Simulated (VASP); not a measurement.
Crystal: Fe.

```
CELL_PARAMETERS angstrom
-1.74250 -1.74250 -3.48500
1.74250 -1.74250 0.00000
-1.74250 -1.74250 0.00000
ATOMIC_POSITIONS crystal
Fe 0.00000 0.00000 0.00000
Fe 0.50000 0.50000 0.00000
```

This isn't the form of Fe at room conditions, which is bcc.

Base run:

| Property | Result |
| --- | --- |
| Program | VASP 6.6.1 |
| Functional | PBEsol |
| Potentials or basis | VASP PAW PBE potentials, release 64 (Fe) |
| Cutoff | 520 eV |
| k mesh | 7 × 10 × 12 |
| Occupations | fermi-dirac, width 0.1 eV |
| Spin | collinear spin, antiferromagnetic start |
| Starting moments | [4.0, -4.0] μB |

Its results: band gap on the k mesh zero (filled and empty bands overlap); pressure -10.5 GPa.

Question: The run is repeated on the same cell with these changes: spin from collinear spin, antiferromagnetic start to no spin polarisation; further incar settings from ALGO = Normal; EDIFF = 1e-07; NBANDS = 19; ISYM = 0 to ALGO = Normal; EDIFF = 1e-06; NBANDS = 15; ISYM = 0. What comes out?

Answer: Band gap on the k mesh zero (bands 8 and 9 overlap by 1.42 eV); pressure -18.5 GPa.

Caveats: the PAW data sets were made with another functional, which shifts forces and pressure a little; the stress differs along the axes, from -14 to -3 GPa (at least some runs); the antiferromagnetic order is the one typed at the start, and another may lie lower (at least some runs); the cell stands under tension (at least some runs).
